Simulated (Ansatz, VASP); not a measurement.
## Two plane-wave programs on TlCl

Contents of INCAR:

```
PREC = Accurate ; ENCUT = 500
EDIFF = 1E-6 ; ISMEAR = 0
SIGMA = 0.02 ; LREAL = False
LASPH = True ; NELM = 120
ALGO = Normal ; ISIF = 2
LWAVE = False ; LCHARG = True
LELF = True ; LVHAR = True
NBANDS = 17 ; GGA_COMPAT = False
```

KPOINTS

```
Automatic mesh
0
Gamma
  8 8 8
```

File POSCAR:

```
TlCl
1.0
    3.7164000000      0.0000000000      0.0000000000
    0.0000000000      3.7164000000      0.0000000000
    0.0000000000      0.0000000000      3.7164000000
Tl Cl
1 1
Direct
    0.0000000000      0.0000000000      0.0000000000
    0.5000000000      0.5000000000      0.5000000000
```

Input for Ansatz:

```yaml
crystal:
  lattice:
    - [3.7164, 0.0, 0.0]
    - [0.0, 3.7164, 0.0]
    - [0.0, 0.0, 3.7164]
  atoms:
    - { symbol: Tl, position: [0.0, 0.0, 0.0] }
    - { symbol: Cl, position: [0.5, 0.5, 0.5] }
basis:
  ecutwfc: 420
kpoints:
  mp_grid: { grid: [8, 8, 8] }
hamiltonian:
  xc: lda
scf:
  occupations: { method: gaussian, width: 0.02 }
output:
  forces: true
  stress: true
  eigenvalues: true
```

Alike in both runs: task single point; functional LDA; k mesh 8 × 8 × 8; occupations gaussian, width 0.02 eV; no spin polarisation.

```csv
,VASP,Ansatz
version,VASP 6.6.1,Ansatz 0.2.0
potentials or method,"VASP PAW LDA potentials, release 64 (Tl_d, Cl), cutoff 500 eV","scalar-relativistic, plane waves, PAW"
valence electrons in the cell,20,20
```

Ansatz gave:

| Item | Value |
| --- | --- |
| gap on the k mesh at the Fermi level (eV) | 1.62 |
| least direct gap on the mesh (eV) | 1.62 |
| pressure (GPa) | -0.7 |

Problem. Which values does VASP return?

Solution. gap on the k mesh at the Fermi level (eV): 1.60; least direct gap on the mesh (eV): 1.60; pressure (GPa): -0.6.

LDA's correlation is that of Perdew and Zunger in VASP and of Perdew and Wang (1992) in Ansatz.

Spin-orbit coupling is off throughout.
